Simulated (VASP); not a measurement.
Here is a VASP 6.6.1 calculation.

The input INCAR:

```
PREC     = Accurate       # precision mode
ENCUT    = 520            # plane-wave cutoff, eV
EDIFF    = 1E-6           # SCF threshold, eV
ISMEAR   = 1              # smearing method
SIGMA    = 0.05           # smearing width, eV
LREAL    = False          # projectors in reciprocal space
LASPH    = True           # aspherical terms in the spheres
NELM     = 100            # most SCF steps
ALGO     = Normal         # electronic algorithm
ISIF     = 2              # what is computed and relaxed
LWAVE    = False          # write WAVECAR
LCHARG   = True           # write CHGCAR
LELF     = True           # ELF
LVHAR    = True         
NBANDS   = 33             # bands
```

File KPOINTS:

```
Automatic mesh
0
Gamma
  5 5 5
```

Contents of POSCAR:

```
ScIn3
1.0
    4.3997223406      0.0000000000      0.0000000000
    0.0000000000      4.3997223406      0.0000000000
    0.0000000000      0.0000000000      4.3997223406
Sc In
1 3
Direct
    0.0000000000      0.0000000000      0.0000000000
    0.0000000000      0.5000000000      0.5000000000
    0.5000000000      0.0000000000      0.5000000000
    0.5000000000      0.5000000000      0.0000000000
```

Potentials or basis: VASP PAW LDA potentials, release 64 (Sc_sv, In_d).

Launch:

```bash
$ cat potpaw_LDA.64/Sc_sv/POTCAR potpaw_LDA.64/In_d/POTCAR > POTCAR
$ mpirun -np 1 vasp_std > vasp.out
```

Problem. Estimate the pressure.

Solution. -0.4 GPa.

Problem. Predict the band gap on the k mesh.

Solution. Zero (bands 25 and 26 overlap by 2.28 eV).

Caveat: spin-orbit coupling is left out, which moves the levels of the heavy elements.
